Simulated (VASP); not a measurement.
## LiCl: single point with PBE

The system is LiCl.

```
CELL_PARAMETERS angstrom
6.79355 -0.01564 0.05075
-0.01579 6.79608 0.00104
0.04969 0.00100 6.79114
ATOMIC_POSITIONS crystal
Li 0.74977 0.49944 0.00216
Li 0.50039 0.99936 0.74902
Li 0.99890 0.74999 0.50038
Li 0.00110 0.25005 0.50068
Li 0.25013 0.50051 0.99903
Li 0.49981 0.00077 0.24924
Cl 0.50161 0.74993 0.99989
Cl 0.75003 0.99993 0.49622
Cl 0.00233 0.49997 0.75071
Cl 0.24964 0.00026 0.50260
Cl 0.99782 0.50021 0.25055
Cl 0.49847 0.24959 0.99952
```

```
Program             : VASP 6.6.1
Task                : single point
Functional          : PBE
Potentials or basis : VASP PAW PBE potentials, release 64 (Li_sv, Cl)
Cutoff              : 520 eV
k mesh              : 2 × 2 × 2
Occupations         : gaussian, width 0.1 eV
Spin                : no spin polarisation
```

```json
{
  "Largest force": "0.013 eV/Å",
  "Band gap on the k mesh": "5.34 eV"
}
```

Forces on the atoms (eV/Å):
```
Li   0.003  0.001 -0.007
Li  -0.009  0.004  0.007
Li   0.004  0.000  0.000
Li  -0.005  0.003 -0.004
Li   0.001 -0.004  0.004
Li   0.004 -0.010  0.006
Cl  -0.002 -0.002  0.000
Cl   0.000 -0.001  0.001
Cl  -0.004  0.001 -0.007
Cl   0.008 -0.001  0.003
Cl   0.001 -0.003  0.003
Cl   0.002  0.011 -0.006
```

Levels at points of the mesh, in eV from the valence-band top:
| k point | band 26 | band 27 | band 28 | band 29 | band 30 | band 31 | band 32 | band 33 | band 34 | band 35 |
| --- | --- | --- | --- | --- | --- | --- | --- | --- | --- | --- |
| (0.00, 0.00, 0.00) | -0.69 | -0.67 | -0.01 | -0.01 | 0.00 | 5.34 | 7.37 | 7.84 | 7.87 | 7.91 |
| (0.50, 0.00, 0.00) | -0.75 | -0.58 | -0.58 | -0.03 | -0.02 | 6.34 | 6.34 | 7.83 | 7.84 | 7.91 |
| (0.00, 0.50, 0.00) | -0.75 | -0.58 | -0.58 | -0.02 | -0.02 | 6.34 | 6.34 | 7.84 | 7.84 | 7.91 |
| (0.50, 0.50, 0.00) | -0.74 | -0.60 | -0.59 | -0.55 | -0.02 | 6.73 | 6.95 | 6.96 | 7.70 | 7.80 |
| (0.00, 0.00, 0.50) | -0.75 | -0.58 | -0.58 | -0.03 | -0.02 | 6.34 | 6.34 | 7.84 | 7.84 | 7.91 |
| (0.50, 0.00, 0.50) | -0.73 | -0.61 | -0.58 | -0.55 | -0.03 | 6.73 | 6.95 | 6.97 | 7.70 | 7.80 |
| (0.00, 0.50, 0.50) | -0.74 | -0.60 | -0.60 | -0.55 | -0.03 | 6.73 | 6.96 | 6.96 | 7.70 | 7.80 |
| (0.50, 0.50, 0.50) | -0.88 | -0.74 | -0.74 | -0.74 | -0.74 | 7.67 | 7.68 | 7.80 | 7.80 | 7.81 |

It took 87 s on 1 thread of Oxide Virtual Turin-like Processor (shared host), peak memory 0.39 GiB.

Caveat: the k points lie up to 0.46 Å⁻¹ apart.
